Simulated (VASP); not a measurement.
Crystal: Na.

```xyz
2
Lattice="4.2800 0.0000 0.0000 0.0000 4.2800 0.0000 0.0000 0.0000 4.2800" Properties=species:S:1:pos:R:3 pbc="T T T"
Na    0.0000    0.0000    0.0000
Na    2.1400    2.1400    2.1400
```

```yaml
Program: VASP 6.6.1
Task: relaxation of cell and atoms
Functional: PBEsol
Potentials_or_basis: VASP PAW PBE potentials, release 64 (Na_pv)
Cutoff: 600 eV
k_mesh: 5 × 5 × 5
Occupations: gaussian, width 0.05 eV
Spin: no spin polarisation
```

At the start: pressure -0.5 GPa; volume 39.20 Å³/atom.

Question: How do energy, volume and symmetry change on relaxing?

Answer: Over 3 steps the energy falls by 4.7 meV/atom and the volume is 36.61 Å³/atom (-6.6 %); space group Im-3m (No. 229, to 0.1 Å) before and after.

Step by step:
```tsv
step	energy change (eV)	largest force (eV/Å)	pressure (GPa)	volume (Å³)
1	0.0000	0.0000	-0.48	78.40
2	-0.0037	0.0000	-0.42	77.09
3	-0.0093	0.0000	-0.06	73.23
```

Final structure:
```
Na
1.0
     4.18371    0.00000    0.00000
     0.00000    4.18371    0.00000
     0.00000    0.00000    4.18371
Na
2
Direct
  0.00000 0.00000 0.00000
  0.50000 0.50000 0.50000
```

Caveat: the PAW data sets were made with another functional, which shifts forces and pressure a little.
